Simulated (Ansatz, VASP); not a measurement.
# Zr2B3 in VASP and in Ansatz

```
CELL_PARAMETERS angstrom
3.97288 0.00000 0.00000
-1.98644 3.44061 0.00000
0.00000 0.00000 4.96979
ATOMIC_POSITIONS crystal
Zr 0.33333 0.66667 0.24849
Zr 0.66667 0.33333 0.75151
B 0.00000 0.00000 0.00000
B 0.33333 0.66667 0.73999
B 0.66667 0.33333 0.26001
```

Alike in both runs: functional PBE; k mesh 12 × 12 × 8; occupations gaussian, width 0.1 eV; no spin polarisation.

Ansatz relaxed the structure, and its values are those at the end. VASP's run is a single point on that final structure, the one shown.

|  | VASP | Ansatz |
| --- | --- | --- |
| version | VASP 6.6.1 | Ansatz 0.2.0 |
| potentials or method | VASP PAW PBE potentials, release 64 (Zr_sv, B), cutoff 520 eV | scalar-relativistic, plane waves, PAW |
| valence electrons in the cell | 33 | 33 |

VASP gave:

```
gap on the k mesh at the Fermi level (eV) : none
pressure (GPa)                            : 0.1
rms of the force components (eV/Å)        : 0.003
```

Q: Estimate Ansatz's values.

A: gap on the k mesh at the Fermi level (eV): none; pressure (GPa): 0.0; rms of the force components (eV/Å): 0.002.

A gap of «none» marks a metal or a gap that the smearing closes. With one functional, cell and mesh, what is left measures potentials, basis and numerics.
